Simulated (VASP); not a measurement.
# CoSi2 (Amm2) in VASP: single point with PBEsol

Aim: the single point of CoSi2 with PBEsol.

Program: VASP 6.6.1. These are calculated values, not measurements. Logs are shortened: lines on timing, memory, paths and dates and some standing lists are left out, and cuts for length are marked.

## Step 1: The cell of the first run

The structure is orthorhombic, space group Amm2 (No. 38). Conventional cell: a = 5.313 Å, b = 7.513 Å, c = 7.513 Å, α = 90.00°, β = 90.00°, γ = 90.00°. Co (site symmetry mm2) has 8 Si at 2.10 to 2.51 Å within 2.8 Å. Co (site symmetry mm2) has 8 Si at 2.30 Å within 3.0 Å. Co (site symmetry m) has 8 Si at 2.30 Å within 3.0 Å. Si (site symmetry m) has 4 Co at 2.30 to 2.51 Å and 6 Si at 2.66 Å within 3.0 Å. Within 2.8 Å of Si (site symmetry m) lie 4 Co at 2.10 to 2.30 Å and 6 Si at 2.66 Å. Si (site symmetry 1) has 4 Co at 2.30 to 2.31 Å and 6 Si at 2.66 Å within 3.0 Å.

## Step 2: Single point, PBEsol (atom 1 (Co) moved +0.250 Å towards its neighbour atom 2 (Co) at 3.757 Å)

File INCAR:

```
ALGO     = Fast           # electronic algorithm
EDIFF    = 1E-7           # SCF threshold, eV
ENCUT    = 520            # plane-wave cutoff, eV
GGA      = PS             # functional
ISIF     = 2              # what is computed and relaxed
ISMEAR   = 0              # smearing method
LASPH    = True           # aspherical terms in the spheres
LCHARG   = True           # write CHGCAR
LELF     = True           # ELF
LREAL    = False          # projectors in reciprocal space
LVHAR    = True         
LWAVE    = False          # write WAVECAR
NBANDS   = 46             # bands
NELM     = 80             # most SCF steps
PREC     = Accurate       # precision mode
SIGMA    = 0.15           # smearing width, eV
```

File KPOINTS:

```
k-points
0
Gamma
  10 10 10
```

File POSCAR:

```
CoSi2
1.0
    5.3125079440      0.0000000000      0.0000000000
    0.0000000000     -5.3125079440      0.0000000000
    0.0000000000      0.0000000000     -5.3125079440
Co Si
4 8
Direct
   -0.0332755635     -0.0332755635      0.0000000000
    0.5000000000      0.5000000000      0.0000000000
    0.5000000000      0.0000000000      0.5000000000
    0.0000000000      0.5000000000      0.5000000000
    0.2500000000      0.2500000000      0.2500000000
    0.7500000000      0.7500000000      0.2500000000
    0.7500000000      0.2500000000      0.7500000000
    0.2500000000      0.7500000000      0.7500000000
    0.7500000000      0.7500000000      0.7500000000
    0.2500000000      0.2500000000      0.7500000000
    0.2500000000      0.7500000000      0.2500000000
    0.7500000000      0.2500000000      0.2500000000
```

Potentials or basis: VASP PAW PBE potentials, release 64 (Co, Si).

Run with:

```console
cat potpaw_PBE.64/Co/POTCAR potpaw_PBE.64/Si/POTCAR > POTCAR
mpirun -np 1 vasp_std > vasp.out
```

OUTCAR:

```text
EDIFF = 1E-7
   ENCUT = 520
   GGA = PS
   ISIF = 2
   ISMEAR = 0
   LASPH = True
   LREAL = False
   NELM = 80
   PREC = Accurate

 ion  position               nearest neighbor table
   1  0.967  0.967  0.000-   6 2.10   9 2.10   8 2.31   7 2.31  11 2.31  12 2.31   5 2.51  10 2.51

   2  0.500  0.500  0.000-   5 2.30   6 2.30   7 2.30   8 2.30   9 2.30  10 2.30  11 2.30  12 2.30

   3  0.500  0.000  0.500-   5 2.30   6 2.30   7 2.30   8 2.30   9 2.30  10 2.30  11 2.30  12 2.30
[... 5 lines left out ...]
   6  0.750  0.750  0.250-   1 2.10   2 2.30   3 2.30   4 2.30   9 2.66  11 2.66  12 2.66   9 2.66
                            12 2.66  11 2.66
   7  0.750  0.250  0.750-   2 2.30   3 2.30   4 2.30   1 2.31   9 2.66  10 2.66  12 2.66  12 2.66
                             9 2.66  10 2.66
   8  0.250  0.750  0.750-   2 2.30   3 2.30   4 2.30   1 2.31   9 2.66  10 2.66  11 2.66  11 2.66
                            10 2.66   9 2.66
   9  0.750  0.750  0.750-   1 2.10   2 2.30   3 2.30   4 2.30   6 2.66   7 2.66   8 2.66   6 2.66
                             7 2.66   8 2.66
  10  0.250  0.250  0.750-   2 2.30   3 2.30   4 2.30   1 2.51   5 2.66   7 2.66   8 2.66   5 2.66
                             8 2.66   7 2.66
  11  0.250  0.750  0.250-   2 2.30   3 2.30   4 2.30   1 2.31   5 2.66   6 2.66   8 2.66   8 2.66
                             5 2.66   6 2.66
  12  0.750  0.250  0.250-   2 2.30   3 2.30   4 2.30   1 2.31   5 2.66   6 2.66   7 2.66   7 2.66
                             6 2.66   5 2.66

  LATTYP: Found a simple cubic cell.
 ALAT       =     5.3125079440

  Lattice vectors:

 A1 = (   5.3125079440,   0.0000000000,   0.0000000000)
 A2 = (   0.0000000000,  -5.3125079440,   0.0000000000)
 A3 = (   0.0000000000,   0.0000000000,  -5.3125079440)

Analysis of symmetry for initial positions (statically):
=====================================================================
 Subroutine PRICEL returns:
 Original cell was already a primitive cell.

 Routine SETGRP: Setting up the symmetry group for a
 simple cubic supercell.

 Subroutine GETGRP returns: Found  4 space group operations
 (whereof  4 operations were pure point group operations)
 out of a pool of 48 trial point group operations.

The static configuration has the point symmetry C_2v.

Analysis of symmetry for dynamics (positions and initial velocities):
=====================================================================
 Subroutine PRICEL returns:
 Original cell was already a primitive cell.

 Routine SETGRP: Setting up the symmetry group for a
 simple cubic supercell.

 Subroutine GETGRP returns: Found  4 space group operations
 (whereof  4 operations were pure point group operations)
 out of a pool of 48 trial point group operations.

The dynamic configuration has the point symmetry C_2v.

 Subroutine INISYM returns: Found  4 space group operations
 (whereof  4 operations are pure point group operations),
 and found     1 'primitive' translations

----------------------------------------------------------------------------------------

                                     Primitive cell

  volume of cell :     149.9335

  direct lattice vectors                    reciprocal lattice vectors
     5.312507944  0.000000000  0.000000000     0.188235013  0.000000000  0.000000000
     0.000000000 -5.312507944  0.000000000     0.000000000 -0.188235013  0.000000000
     0.000000000  0.000000000 -5.312507944     0.000000000  0.000000000 -0.188235013

  length of vectors
     5.312507944  5.312507944  5.312507944     0.188235013  0.188235013  0.188235013

  position of ions in fractional coordinates (direct lattice)
     0.966724437  0.966724437  0.000000000
     0.500000000  0.500000000  0.000000000
     0.500000000  0.000000000  0.500000000
     0.000000000  0.500000000  0.500000000
     0.250000000  0.250000000  0.250000000
     0.750000000  0.750000000  0.250000000
     0.750000000  0.250000000  0.750000000
     0.250000000  0.750000000  0.750000000
     0.750000000  0.750000000  0.750000000
     0.250000000  0.250000000  0.750000000
     0.250000000  0.750000000  0.250000000
     0.750000000  0.250000000  0.250000000

  ion indices of the primitive-cell ions
   primitive index   ion index
                 1           1
                 2           2
                 3           3
                 4           4
                 5           5
                 6           6
                 7           7
                 8           8
                 9           9
                10          10
                11          11
                12          12

----------------------------------------------------------------------------------------

 KPOINTS: k-points

Automatic generation of k-mesh.
 Grid dimensions read from file:
 generate k-points for:   10   10   10

 Generating k-lattice:

  Cartesian coordinates                     Fractional coordinates (reciprocal lattice)
     0.018823501  0.000000000  0.000000000     0.100000000  0.000000000  0.000000000
     0.000000000 -0.018823501  0.000000000     0.000000000  0.100000000  0.000000000
     0.000000000  0.000000000 -0.018823501     0.000000000  0.000000000  0.100000000

  Length of vectors
     0.018823501  0.018823501  0.018823501

  Shift w.r.t. Gamma in fractional coordinates (k-lattice)
     0.000000000  0.000000000  0.000000000

 Subroutine IBZKPT returns following result:
 ===========================================

 Found    186 irreducible k-points:

 Following reciprocal coordinates:
            Coordinates               Weight
  0.000000  0.000000  0.000000      1.000000
  0.100000  0.000000  0.000000      4.000000
  0.000000  0.000000  0.100000      2.000000
  0.200000  0.000000  0.000000      4.000000
  0.000000  0.000000  0.200000      2.000000
  0.300000  0.000000  0.000000      4.000000
[... 16 lines left out ...]
  0.400000  0.100000  0.000000      4.000000
  0.000000  0.400000  0.100000      8.000000
 [... further k-points ...]
   k-points           NKPTS =    186   k-points in BZ     NKDIM =    186   number of bands    NBANDS=     46
   number of dos      NEDOS =    301   number of ions     NIONS =     12
   total plane-waves  NPLWV =  64000
   dimension x,y,z NGX =    40 NGY =   40 NGZ =   40
   dimension x,y,z NGXF=    80 NGYF=   80 NGZF=   80
   ions per type =               4   8
   NGX,Y,Z   is equivalent  to a cutoff of  12.52, 12.52, 12.52 a.u.
   NGXF,Y,Z  is equivalent  to a cutoff of  25.03, 25.03, 25.03 a.u.
 SYSTEM =  unknown system
   PREC   = accura    normal or accurate (medium, high low for compatibility)
   ISTART =      0    job   : 0-new  1-cont  2-samecut
   ICHARG =      2    charge: 1-file 2-atom 10-const
   ISPIN  =      1    spin polarized calculation?
   LNONCOLLINEAR =      F non collinear calculations
   LSORBIT =      F    spin-orbit coupling
   LASPH  =      T    aspherical Exc in radial PAW
   ENCUT  =  520.0 eV  38.22 Ry    6.18 a.u.   9.88  9.88  9.88*2*pi/ulx,y,z
   NELM   =     80;   NELMIN=  2; NELMDL= -5     # of ELM steps
   EDIFF  = 0.1E-06   stopping-criterion for ELM
   LREAL  =      F    real-space projection
   EDIFFG = 0.1E-05   stopping-criterion for IOM
   NSW    =      0    number of steps for IOM
   IBRION =     -1    ionic relax: 0-MD 1-quasi-New 2-CG
   NFREE  =      0    steps in history (QN), initial steepest desc. (CG)
   ISIF   =      2    stress and relaxation
   ISYM   =      2    0-nonsym 1-usesym 2-fastsym
   POTIM  = 0.5000    time-step for ionic-motion
   TEBEG  =    0.0;   TEEND  =   0.0 temperature during run
   PSTRESS=    0.0 pullay stress
   NELECT =      68.0000    total number of electrons
   NUPDOWN=      -1.0000    fix difference up-down
   EMIN   =  10.00;   EMAX   =-10.00  energy-range for DOS
   EFERMI =   0.00;   METHOD = LEGACY
   ISMEAR =     0;   SIGMA  =   0.15  broadening in eV -4-tet -1-fermi 0-gaus
   EFERMI_NEDOS =   21; number of points for ismear=-14 and -15
   IALGO  =     68    algorithm
   IMIX   =      4    mixing-type and parameters
     AMIX     =   0.40;   BMIX     =  1.00
     AMIX_MAG =   1.60;   BMIX_MAG =  1.00
  volume/ion in A,a.u.               =      12.49        84.32
  Fermi-wavevector in a.u.,A,eV,Ry     =   1.257800  2.376897 21.525240  1.582060
  Thomas-Fermi vector in A             =   2.391441
   LORBIT       =      0    0 simple, 1 ext, 2 COOP (PROOUT), +10 PAW based schemes
   GGA     = PS    functional components
   LHFCALC =     F    Hartree Fock is set to
   AEXX    =    0.0000 exact exchange contribution
   IVDW    =     0    specifies the selected vdW correction
   LEPSILON=     F    determine dielectric tensor
   LRPA    =     F    only Hartree local field effects (RPA)
 non-spin polarized calculation
 RMM-DIIS sequential band-by-band and
 Gauss-broadening in eV      SIGMA  =   0.15
  energy-cutoff  :      520.00
  volume of cell :      149.93
 maximum number of plane-waves:      4076
   NGX = 19   NGY = 19   NGZ = 19

 number of electron      67.9999979 magnetization

 Free energy of the ion-electron system (eV)
  ---------------------------------------------------
  ext. energy  EPLUGINS =         0.00000000
  ---------------------------------------------------
  free energy    TOTEN  =       -83.47195143 eV

  energy without entropy =      -83.42682971  energy(sigma->0) =      -83.44939057

 E-fermi :  10.3299     XC(G=0): -11.9653

 val. band max:       10.3264512811   @ k =   0.5000   0.5000   0.3000
 cond. band min:      10.3325909204   @ k =  -0.3000   0.4000   0.0000
 fundamental gap:      0.0061396394
 Fermi energy:        10.3298719587

 k-point     1 :       0.0000    0.0000    0.0000
  band No.  band energies     occupation
      1      -2.9781      2.00000
      2       1.2026      2.00000
      3       1.2089      2.00000
      4       1.2108      2.00000
      5       2.9594      2.00000
      6       2.9693      2.00000
[... 1165 lines left out ...]
     45      15.5009      0.00000
     46      15.6354      0.00000

 [... further k-points ...]

------------------------ aborting loop because EDIFF is reached ----------------------------------------

  FORCE on cell =-STRESS in cart. coord.  units (eV):
  Direction    XX          YY          ZZ          XY          YZ          ZX
  --------------------------------------------------------------------------------------
  -------------------------------------------------------------------------------------
  Total        1.3797673      1.3797673      1.8793667     -1.3621354      0.0000000      0.0000000
  in kB       14.7440791     14.7440791     20.0827566    -14.5556657      0.0000000      0.0000000
  external PRESSURE =      16.5236383 kB  Pullay stress =       0.0000000 kB

 VOLUME and BASIS-vectors are now :
 -----------------------------------------------------------------------------
  energy-cutoff  :      520.00
  volume of cell :      149.93
      direct lattice vectors                 reciprocal lattice vectors
     5.312507944  0.000000000  0.000000000     0.188235013  0.000000000  0.000000000
     0.000000000 -5.312507944  0.000000000     0.000000000 -0.188235013  0.000000000
     0.000000000  0.000000000 -5.312507944     0.000000000  0.000000000 -0.188235013

 POSITION                                       TOTAL-FORCE (eV/Angst)
 -----------------------------------------------------------------------------------
      5.13573     -5.13573      0.00000         2.823280     -2.823280     -0.000000
      2.65625     -2.65625      0.00000        -0.252464      0.252464     -0.000000
      2.65625      0.00000     -2.65625        -0.266721     -0.166588     -0.000000
      0.00000     -2.65625     -2.65625         0.166588      0.266721     -0.000000
      1.32813     -1.32813     -1.32813        -0.265493      0.265493      0.195040
      3.98438     -3.98438     -1.32813        -0.862807      0.862807     -0.974860
      3.98438     -1.32813     -3.98438        -0.044659      0.062382     -0.008703
      1.32813     -3.98438     -3.98438        -0.062382      0.044659     -0.008703
      3.98438     -3.98438     -3.98438        -0.862807      0.862807      0.974860
      1.32813     -1.32813     -3.98438        -0.265493      0.265493     -0.195040
      1.32813     -3.98438     -1.32813        -0.062382      0.044659      0.008703
      3.98438     -1.32813     -1.32813        -0.044659      0.062382      0.008703
 -----------------------------------------------------------------------------------
    total drift:                                0.000063     -0.000063     -0.000005

  FREE ENERGIE OF THE ION-ELECTRON SYSTEM (eV)
  ---------------------------------------------------
  free  energy   TOTEN  =       -83.4719514331 eV

  energy  without entropy=      -83.4268297052  energy(sigma->0) =      -83.44939057
```

Run time: 58 min. Hardware: 1 thread of Oxide Virtual Turin-like, shared host; peak memory 0.9 GiB.

What came out:

```yaml
Free_energy: -83.4720 eV
Pressure: 1.7 GPa
Largest_force: 3.993 eV/Å
Band_gap_on_the_k_mesh: zero (bands 34 and 35 overlap by 1.49 eV)
```

Forces on the atoms (eV/Å):
```
Co   2.823 -2.823  0.000
Co  -0.252  0.252  0.000
Co  -0.267 -0.167  0.000
Co   0.167  0.267  0.000
Si  -0.265  0.265  0.195
Si  -0.863  0.863 -0.975
Si  -0.045  0.062 -0.009
Si  -0.062  0.045 -0.009
Si  -0.863  0.863  0.975
Si  -0.265  0.265 -0.195
Si  -0.062  0.045  0.009
Si  -0.045  0.062  0.009
```

Caveat: the cell differs from its parent crystal (atom 1 (Co) moved +0.250 Å towards its neighbour atom 2 (Co) at 3.757 Å); the PAW data sets were made with another functional, which shifts forces and pressure a little; the run has no spin polarisation, though such a crystal can be magnetic.
